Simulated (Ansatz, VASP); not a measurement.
**CuI: VASP beside Ansatz**

```
CELL_PARAMETERS angstrom
4.37885 0.00000 0.00000
2.18942 3.79219 0.00000
2.18942 1.26406 3.57531
ATOMIC_POSITIONS crystal
Cu 0.25000 0.25000 0.25000
I 0.00000 0.00000 0.00000
```

Alike in both runs: functional RPBE; k mesh 6 × 6 × 6; no spin polarisation.

Ansatz relaxed the structure, and its values are those at the end. VASP's run is a single point on that final structure, the one shown.

|  | VASP | Ansatz |
| --- | --- | --- |
| version | VASP 6.6.1 | Ansatz 0.2.0 |
| potentials or method | VASP PAW PBE potentials, release 64 (Cu, I), cutoff 520 eV | plane waves, PAW |
| occupations | gaussian, width 0.01 eV | fixed |
| valence electrons in the cell | 18 | 36 |

```csv
,VASP,Ansatz,Ansatz less VASP
pressure (GPa),0.0,0.0,-0.01
```

VASP's potentials were made for PBE, not for RPBE. VASP's potentials hold 18 valence electrons a cell and Ansatz's 36, so a difference there can come from the potentials and not from the codes.

Neither program's run includes spin-orbit coupling.
